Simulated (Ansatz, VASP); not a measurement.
## One calculation of Sc3Mo, two programs

INCAR

```
SYSTEM = Sc3Mo
ALGO = Fast
EDIFF = 1E-6
ENCUT = 520
GGA = PE
ISIF = 2
ISMEAR = 0
ISPIN = 2
LASPH = .TRUE.
LCHARG = .FALSE.
LMAXMIX = 4
LORBIT = 11
LREAL = .FALSE.
LWAVE = .FALSE.
MAGMOM = 1 1 1 1
NBANDS = 36
NELM = 150
PREC = Accurate
SIGMA = 0.1
```

KPOINTS

```
k-points
0
G
  3 3 6
  0 0 0
```

POSCAR

```
Sc3Mo
1.0
    5.8765206725      0.0000000000      0.0000000000
   -2.9382603362      5.0892161882      0.0000000000
    0.0000000000      0.0000000000      2.7204350143
Sc Mo
3 1
Direct
    0.5000000000      0.0000000000      0.0000000000
    0.0000000000      0.5000000000      0.0000000000
    0.5000000000      0.5000000000      0.0000000000
    0.0000000000      0.0000000000      0.5000000000
```

Input for Ansatz:

```yaml
crystal:
  lattice:
    - [5.8765206725, 0.0, 0.0]
    - [-2.9382603362, 5.0892161882, 0.0]
    - [0.0, 0.0, 2.7204350143]
  atoms:
    - { symbol: Sc, position: [0.5, 0.0, 0.0], spin: 1.0 }
    - { symbol: Sc, position: [0.0, 0.5, 0.0], spin: 1.0 }
    - { symbol: Sc, position: [0.5, 0.5, 0.0], spin: 1.0 }
    - { symbol: Mo, position: [0.0, 0.0, 0.5], spin: 1.0 }
basis:
  ecutwfc: 420
kpoints:
  mp_grid: { grid: [3, 3, 6] }
hamiltonian:
  xc: pbe
scf:
  occupations: { method: gaussian, width: 0.1 }
  lower_state_search: "off"
output:
  forces: true
  stress: true
  eigenvalues: true
  populations: true
magnetization:
  spin_polarized: true
```

Alike in both runs: task single point; functional PBE; k mesh 3 × 3 × 6; occupations gaussian, width 0.1 eV; collinear spin.

|  | VASP | Ansatz |
| --- | --- | --- |
| version | VASP 6.6.1 | Ansatz 0.2.0 |
| potentials or method | VASP PAW PBE potentials, release 64 (Sc_sv, Mo_sv), cutoff 520 eV | scalar-relativistic, plane waves, PAW |
| valence electrons in the cell | 47 | 47 |

Ansatz gave:

```
gap on the k mesh at the Fermi level (eV)                     : none
pressure (GPa)                                                : 0.2
traceless stress, the component that is largest in VASP (GPa) : 0.83
net moment per atom (μB)                                      : 0.10
size of the moment on the site where the two differ most (μB) : 0.07
```

Question: What did VASP give for the same quantities?

Answer: gap on the k mesh at the Fermi level (eV): none; pressure (GPa): 0.4; traceless stress, the component that is largest in VASP (GPa): 0.87; net moment per atom (μB): 0.10; size of the moment on the site where the two differ most (μB): 0.09.

Site moments also hang on the region over which each program counts them. A gap of «none» marks a metal or a gap that the smearing closes. Ansatz's warnings: seeded moment not kept.

The k mesh is coarse, so the values compare programs but aren't converged.
